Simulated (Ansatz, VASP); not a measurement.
**Two plane-wave programs on HfSiO4**

```xyz
12
Lattice="-3.2862 3.2862 2.9816 3.2862 -3.2862 2.9816 3.2862 3.2862 -2.9816" Properties=species:S:1:pos:R:3 pbc="T T T"
Hf    0.0000    0.0000    0.0000
Hf    0.0000    3.2862    1.4908
Si    0.0000    0.0000    2.9816
Si    3.2862    0.0000    1.4908
O     2.0736    3.2862    1.0746
O     3.2863   -1.2126    2.5654
O     1.2126    0.0000    4.0562
O     3.2862    1.2126    2.5654
O     2.0736    0.0000    0.4162
O     0.0000    1.2126    1.9070
O     4.4989    0.0000    0.4162
O     3.2862    2.0736   -1.0746
```

Alike in both runs: functional PBEsol; k mesh 5 × 5 × 5; occupations fermi-dirac, width 0.05 eV; no spin polarisation.

|  | VASP | Ansatz |
| --- | --- | --- |
| version | VASP 6.6.1 | Ansatz 0.2.0 |
| potentials or method | VASP PAW PBE potentials, release 64 (Hf_pv, Si, O) | Ansatz PAW |
| plane-wave cutoff (eV) | 520 | 420 |
| valence electrons in the cell | 76 | 108 |
| task | single point | band structure |

|  | VASP | Ansatz | Ansatz less VASP |
| --- | --- | --- | --- |
| gap on the k mesh at the Fermi level (eV) | 5.31 | 5.36 | +0.049 |
| least direct gap on the mesh (eV) | 5.70 | 5.74 | +0.040 |
| pressure (GPa) | 0.0 | 1.3 | +1.31 |
| traceless stress, the component that is largest in VASP (GPa) | 0.48 | 0.15 | -0.334 |
| rms of the force components (eV/Å) | 0.320 | 0.209 | -0.1108 |

VASP's potentials were made for PBE, not for PBEsol. Atom by atom the forces differ by 0.111 eV/Å (rms over components). VASP's potentials hold 76 valence electrons a cell and Ansatz's 108, so a difference there can come from the potentials and not from the codes.

Neither program's run includes spin-orbit coupling.
